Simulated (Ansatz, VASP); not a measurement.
**C: VASP beside Ansatz**

File INCAR:

```
PREC = Accurate
ENCUT = 520
EDIFF = 1E-7
ISMEAR = 0
SIGMA = 0.01
LREAL = F
LASPH = T
NELM = 60
ALGO = Normal
ISIF = 2
LWAVE = F
LCHARG = F
GGA = PE
NBANDS = 11
```

The input KPOINTS:

```
Automatic mesh
0
Gamma
  6 6 6
```

Contents of POSCAR:

```
C
1.0
    0.0432300000      1.7757900000      1.8406100000
    1.7902000000      0.0218200000      1.8620200000
    1.8008200000      1.8078200000      0.0112000000
C
2
Direct
    0.9890900000      0.0144100000      0.9995700000
    0.2429700000      0.2311100000      0.2736800000
```

Input for Ansatz:

```yaml
crystal:
  lattice:
    - [0.04323, 1.77579, 1.84061]
    - [1.7902, 0.02182, 1.86202]
    - [1.80082, 1.80782, 0.0112]
  atoms:
    - { symbol: C, position: [0.98909, 0.01441, 0.99957] }
    - { symbol: C, position: [0.24297, 0.23111, 0.27368] }
basis:
  ecutwfc: 540.0
  xc_grid: 2
kpoints:
  mp_grid:
    grid: [6, 6, 6]
scf:
  convergence:
    dr2_threshold: 1.0e-09
  occupations:
    method: fixed
output:
  forces: true
  stress: true
```

Alike in both runs: task single point; functional PBE; k mesh 6 × 6 × 6; no spin polarisation.

```csv
,VASP,Ansatz
version,VASP 6.6.1,Ansatz 0.2.0
potentials or method,"VASP PAW PBE potentials, release 64 (C), cutoff 520 eV","plane waves, PAW"
occupations,"gaussian, width 0.01 eV",fixed
valence electrons in the cell,8,8
```

Ansatz gave:

| Property | Result |
| --- | --- |
| pressure (GPa) | -7.7 |
| traceless stress, the component that is largest in VASP (GPa) | -23.84 |
| rms of the force components (eV/Å) | 1.395 |

Problem. Estimate VASP's values.

Solution. Pressure (GPa): -7.1; traceless stress, the component that is largest in VASP (GPa): -23.82; rms of the force components (eV/Å): 1.400.

Atom by atom the forces differ by 0.006 eV/Å (rms over components). Ansatz's warnings: stress scf threshold loose.

The k mesh is coarse, so the values compare programs but aren't converged.
